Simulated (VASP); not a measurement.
Write the native input for VASP 6.6.1 that does the following.

* Task: single point
* Functional: PBE
* Potentials or basis: VASP PAW PBE potentials, release 64 (Ba_sv, Te)
* Cutoff: 520 eV
* k mesh: 4 × 4 × 4
* Occupations: gaussian, width 0.01 eV
* Spin: no spin polarisation
* Dipole correction: no
* Further INCAR settings: ALGO = Normal; EDIFF = 1e-07; NBANDS = 15

The structure of BaTe lies in POSCAR:

```
BaTe
1.0
    0.0000000000      3.4617391083      3.5498812151
    3.4617391083      0.0000000000      3.5498812151
    3.4617391083      3.4617391083      0.0000000000
Ba Te
1 1
Direct
    0.0000000000      0.0000000000      0.0000000000
    0.5000000000      0.5000000000      0.5000000000
```

This cell differs from its parent crystal: epitaxial xy strain -2.0%.

These files were run (other wordings do the same):

INCAR

```
ALGO = Normal ; EDIFF = 1E-7
ENCUT = 520 ; GGA = PE
ISIF = 2 ; ISMEAR = 0
LASPH = True ; LCHARG = False
LREAL = False ; LWAVE = False
NBANDS = 15 ; NELM = 60
PREC = Accurate ; SIGMA = 0.01
```

KPOINTS

```
k-points
0
Gamma
  4 4 4
```

Potentials or basis: VASP PAW PBE potentials, release 64 (Ba_sv, Te).

Launch:

```console
$ cat potpaw_PBE.64/Ba_sv/POTCAR potpaw_PBE.64/Te/POTCAR > POTCAR
$ mpirun -np 1 vasp_std > vasp.out
```

It gave:

```
Pressure               : 1.6 GPa
Band gap on the k mesh : 1.47 eV, indirect (least direct gap 1.84 eV)
```

Caveat: the cell differs from its parent crystal (epitaxial xy strain -2.0%); spin-orbit coupling is left out, which moves the levels of the heavy elements.

Wall time 17 s on 1 thread of Intel(R) Xeon(R) Platinum 8375C CPU @ 2.90GHz (Ice Lake), with other jobs on the host, peak memory 0.23 GiB.
